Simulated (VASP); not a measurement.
# MnO2 (R-3m) in VASP: a series of runs, part 2 of 2

VASP 6.6.1. Earlier steps stand in the parts before.

### Step 3. Single point, LDA, collinear spin, ferromagnetic start

INCAR reads:

```
PREC = Accurate
ENCUT = 700
EDIFF = 1E-6
ISMEAR = -1
SIGMA = 0.05
LREAL = False
LASPH = True
NELM = 200
ALGO = Normal
ISIF = 2
LWAVE = False
LCHARG = True
ISPIN = 2
MAGMOM = 4 0 0
LORBIT = 11
LMAXMIX = 4
GGA = CA
LELF = True
LVHAR = True
NBANDS = 24
GGA_COMPAT = False
```

KPOINTS reads:

```
regular mesh
0
Gamma
  11 11 11
```

POSCAR reads:

```
MnO2
1.0
    1.4284348394      0.8247072390      4.5839315268
   -1.4284348394      0.8247072390      4.5839315268
    0.0000000000     -1.6494144781      4.5839315268
Mn O
1 2
Direct
    0.0000000000      0.0000000000      0.0000000000
    0.7356355100      0.7356355100      0.7356355100
    0.2643644900      0.2643644900      0.2643644900
```

Potentials or basis: VASP PAW LDA potentials, release 64 (Mn_sv, O).

Launch:

```
cat potpaw_LDA.64/Mn_sv/POTCAR potpaw_LDA.64/O/POTCAR > POTCAR
mpirun -np 1 vasp_std > vasp.out
```

It took 17 min on 1 thread of Intel Xeon Platinum 8259CL at 2.50GHz (Skylake/Cascade Lake), shared host; peak memory 0.4 GiB.

The run converged. Its results:

```yaml
Free_energy: -26.2808 eV
Pressure: -8.7 GPa
Largest_force: 0.531 eV/Å
Band_gap_on_the_k_mesh: 0.36 eV (least direct gap 0.41 eV)
Net_moment: 3.00 μB per cell
Site_moments: Mn +2.68; O +0.06 μB
Valence_electrons_inside_the_program's_atomic_spheres: Mn 12.80; O 4.96
```

Forces in eV/Å, atoms in the order of the input:
```
Mn   0.000  0.000  0.000
O    0.000  0.000 -0.531
O    0.000  0.000  0.531
```

Stress tensor (GPa, compression positive):
```
-9.81  0.00  0.00
 0.00 -9.81  0.00
 0.00  0.00 -6.49
```

Levels at points of the mesh, in eV from the valence-band top:
Spin up:
```csv
k point,band 12,band 13,band 14,band 15,band 16,band 17,band 18,band 19
"(0.00, 0.00, 0.00)",-1.65,-1.65,-1.38,-0.28,2.69,2.69,6.80,9.97
```
Spin down:
| k point | band 8 | band 9 | band 10 | band 11 | band 12 | band 13 | band 14 | band 15 | band 16 | band 17 |
| --- | --- | --- | --- | --- | --- | --- | --- | --- | --- | --- |
| (0.00, 0.00, 0.00) | -5.27 | -5.27 | -1.51 | -1.51 | -1.18 | 0.36 | 0.36 | 2.07 | 4.07 | 4.07 |

Caveat: the cell stands under tension; a cell with one magnetic atom can't hold antiferromagnetic order, which such compounds often take. A k mesh can miss the band edges.

### Step 4. Single point, PBEsol+D3(BJ), collinear spin, ferromagnetic start

INCAR reads:

```
ALGO = Normal ; EDIFF = 1E-6
ENCUT = 700 ; GGA = PS
GGA_COMPAT = F ; ISIF = 2
ISMEAR = -1 ; ISPIN = 2
IVDW = 12 ; LASPH = T
LCHARG = T ; LELF = T
LMAXMIX = 4 ; LORBIT = 11
LREAL = F ; LVHAR = T
LWAVE = F ; MAGMOM = 4 0 0
NBANDS = 24 ; NELM = 200
PREC = Accurate ; SIGMA = 0.05
```

KPOINTS reads:

```
k-points
0
Gamma
  11 11 11
```

POSCAR is that of step 3.

Potentials or basis: VASP PAW PBE potentials, release 64 (Mn_sv, O).

Launch:

```
cat potpaw_PBE.64/Mn_sv/POTCAR potpaw_PBE.64/O/POTCAR > POTCAR
mpirun -np 1 vasp_std > vasp.out
```

It took 9.2 min on 1 thread of Intel Xeon 6975P-C (Granite Rapids), shared host; peak memory 0.5 GiB.

Results (log left out):

```
Free energy                                           : -25.5899 eV
Pressure                                              : -3.9 GPa
Largest force                                         : 0.172 eV/Å
Band gap on the k mesh                                : 0.75 eV (least direct gap 0.82 eV)
Net moment                                            : 3.00 μB per cell
Site moments                                          : Mn +2.72; O +0.04 μB
Valence electrons inside the program's atomic spheres : Mn 12.78; O 4.98
Dispersion energy per atom                            : -0.109 eV
```

Forces in eV/Å, atoms in the order of the input:
```
Mn   0.000  0.000  0.000
O    0.000  0.000 -0.172
O    0.000  0.000  0.172
```

Stress tensor (GPa, compression positive):
```
-4.51  0.00  0.00
 0.00 -4.51  0.00
 0.00  0.00 -2.71
```

Levels at points of the mesh, in eV from the valence-band top:
Spin up:
```
           k point  band 12  band 13  band 14  band 15  band 16  band 17  band 18  band 19
(0.00, 0.00, 0.00)    -1.47    -1.47    -1.21    -0.30     2.86     2.86     7.00    10.12
```
Spin down:
```
           k point  band 10  band 11  band 12  band 13  band 14  band 15
(0.00, 0.00, 0.00)    -1.39    -1.39    -1.03     0.75     0.75     2.44
```

Caveat: three body term missing; the cell stands under tension; the PAW data sets were made with another functional, which shifts forces and pressure a little; a cell with one magnetic atom can't hold antiferromagnetic order, which such compounds often take. A k mesh can miss the band edges.

### Step 5. Single point, LDA, collinear spin, ferromagnetic start

This run uses another cell than the first one, of 10.58 Å³/atom.

INCAR reads:

```
ALGO = Normal
EDIFF = 1E-6
ENCUT = 700
GGA_COMPAT = False
ISIF = 2
ISMEAR = -1
ISPIN = 2
LASPH = True
LCHARG = False
LMAXMIX = 4
LORBIT = 11
LREAL = False
LWAVE = False
MAGMOM = 4 0 0
NBANDS = 24
NELM = 200
PREC = Accurate
SIGMA = 0.05
```

KPOINTS is that of step 4.

POSCAR reads:

```
MnO2
1.0
    1.4188477395      0.8191721243      4.5531659587
   -1.4188477395      0.8191721243      4.5531659587
    0.0000000000     -1.6383442487      4.5531659587
Mn O
1 2
Direct
    0.0000000000      0.0000000000      0.0000000000
    0.7356355100      0.7356355100      0.7356355100
    0.2643644900      0.2643644900      0.2643644900
```

Potentials or basis: VASP PAW LDA potentials, release 64 (Mn_sv, O).

Launch:

```
cat potpaw_LDA.64/Mn_sv/POTCAR potpaw_LDA.64/O/POTCAR > POTCAR
mpirun -np 1 vasp_std > vasp.out
```

Wall time 16 min (1 thread of Intel Xeon Platinum 8488C (Sapphire Rapids), shared host); peak memory 0.39 GiB.

It converged, with:

```yaml
Free_energy: -26.3065 eV
Pressure: -4.8 GPa
Largest_force: 0.241 eV/Å
Band_gap_on_the_k_mesh: 0.29 eV (least direct gap 0.33 eV)
Net_moment: 3.00 μB per cell
Site_moments: Mn +2.66; O +0.07 μB
Valence_electrons_inside_the_program's_atomic_spheres: Mn 12.83; O 4.98
```

Forces in eV/Å, atoms in the order of the input:
```
Mn   0.000  0.000  0.000
O    0.000  0.000 -0.241
O    0.000  0.000  0.241
```

Stress tensor (GPa, compression positive):
```
-5.28  0.00  0.00
 0.00 -5.28  0.00
 0.00  0.00 -3.69
```

Levels at points of the mesh, in eV from the valence-band top:
Spin up:
```csv
k point,band 12,band 13,band 14,band 15,band 16,band 17,band 18,band 19
"(0.00, 0.00, 0.00)",-1.74,-1.74,-1.48,-0.29,2.74,2.74,6.89,10.03
```
Spin down:
```
           k point  band 9  band 10  band 11  band 12  band 13  band 14  band 15  band 16
(0.00, 0.00, 0.00)   -5.45    -1.58    -1.58    -1.26     0.29     0.29     2.06     4.12
```

Caveat: the cell stands under tension; a cell with one magnetic atom can't hold antiferromagnetic order, which such compounds often take. A k mesh can miss the band edges.

### Step 6. Single point, PBEsol, collinear spin, ferromagnetic start

This run uses another cell than the first one, of 11.51 Å³/atom.

INCAR reads:

```
ALGO = Normal ; EDIFF = 1E-6
ENCUT = 700 ; GGA = PS
GGA_COMPAT = False ; ISIF = 2
ISMEAR = -1 ; ISPIN = 2
LASPH = True ; LCHARG = False
LMAXMIX = 4 ; LORBIT = 11
LREAL = False ; LWAVE = False
MAGMOM = 4 0 0 ; NBANDS = 24
NELM = 200 ; PREC = Accurate
SIGMA = 0.05
```

KPOINTS is that of step 5.

POSCAR reads:

```
MnO2
1.0
    1.4206584837      0.8202175580      4.9408780186
   -1.4206584837      0.8202175580      4.9408780186
    0.0000000000     -1.6404351160      4.9408780186
Mn O
1 2
Direct
    0.0000000000      0.0000000000      0.0000000000
    0.7306957155      0.7306957155      0.7306957155
    0.2693042845      0.2693042845      0.2693042845
```

Potentials or basis: VASP PAW PBE potentials, release 64 (Mn_sv, O).

Launch:

```
cat potpaw_PBE.64/Mn_sv/POTCAR potpaw_PBE.64/O/POTCAR > POTCAR
mpirun -np 1 vasp_std > vasp.out
```

Wall time 11 min (1 thread of Intel Xeon Platinum 8559C (Emerald Rapids), shared host); peak memory 0.59 GiB.

The run converged. Its results:

| Property | Result |
| --- | --- |
| Free energy | -25.2723 eV |
| Pressure | -0.3 GPa |
| Largest force | 0.013 eV/Å |
| Band gap on the k mesh | 0.76 eV (least direct gap 0.80 eV) |
| Net moment | 3.00 μB per cell |
| Site moments | Mn +2.71; O +0.05 μB |
| Valence electrons inside the program's atomic spheres | Mn 12.80; O 4.98 |

Forces on the atoms (eV/Å):
```
Mn   0.000  0.000  0.000
O    0.000  0.000 -0.013
O    0.000  0.000  0.013
```

Stress tensor (GPa, compression positive):
```
-0.23  0.00  0.00
 0.00 -0.23  0.00
 0.00  0.00 -0.42
```

Levels at points of the mesh, in eV from the valence-band top:
Spin up:
```csv
k point,band 12,band 13,band 14,band 15,band 16,band 17,band 18,band 19
"(0.00, 0.00, 0.00)",-1.49,-1.48,-1.48,-0.25,2.94,2.94,6.87,10.18
```
Spin down:
| k point | band 10 | band 11 | band 12 | band 13 | band 14 | band 15 |
| --- | --- | --- | --- | --- | --- | --- |
| (0.00, 0.00, 0.00) | -1.38 | -1.38 | -1.31 | 0.76 | 0.76 | 2.45 |

Caveat: the PAW data sets were made with another functional, which shifts forces and pressure a little; a cell with one magnetic atom can't hold antiferromagnetic order, which such compounds often take.

### Step 7. Overview

```tsv
level	potentials or basis	spin	cell	gap on the mesh (eV)	pressure (GPa)	moment (μB)	largest force (eV/Å)
PBEsol	VASP PAW PBE potentials, release 64 (Mn_sv, O)	off	a = 4.872 Å, angles 34.1°, 3 atoms, atomic positions A	none	-12.4	-	0.56
LDA	VASP PAW LDA potentials, release 64 (Mn_sv, O)	collinear, ferromagnetic start	a = 4.872 Å, angles 34.1°, 3 atoms, atomic positions A	0.36	-8.7	3.00	0.53
PBEsol+D3(BJ)	VASP PAW PBE potentials, release 64 (Mn_sv, O)	collinear, ferromagnetic start	a = 4.872 Å, angles 34.1°, 3 atoms, atomic positions A	0.75	-3.9	3.00	0.17
LDA	VASP PAW LDA potentials, release 64 (Mn_sv, O)	collinear, ferromagnetic start	a = 4.839 Å, angles 34.1°, 3 atoms, atomic positions A	0.29	-4.8	3.00	0.24
PBEsol	VASP PAW PBE potentials, release 64 (Mn_sv, O)	collinear, ferromagnetic start	a = 5.206 Å, angles 31.7°, 3 atoms, atomic positions B	0.76	-0.3	3.00	0.01
```

Alike in all rows: task single point; k mesh 11 × 11 × 11; cutoff (eV) 700; smearing fermi-dirac 0.05 eV.

Caveats: a cell with one magnetic atom can't hold antiferromagnetic order, which such compounds often take (at least some runs); the PAW data sets were made with another functional, which shifts forces and pressure a little (at least some runs); the cell stands under tension (at least some runs); the stress differs along the axes, from -16 to -5 GPa (at least some runs); an odd number of electrons without spin polarisation forces a metal (at least some runs); a magnetic or distorted state may lie lower (at least some runs); semilocal functionals often make such compounds metallic where correlation or magnetic order opens a gap, which also shifts bond lengths (at least some runs).

Total energies depend on the potentials used, so only differences within one code and one set of settings carry meaning.
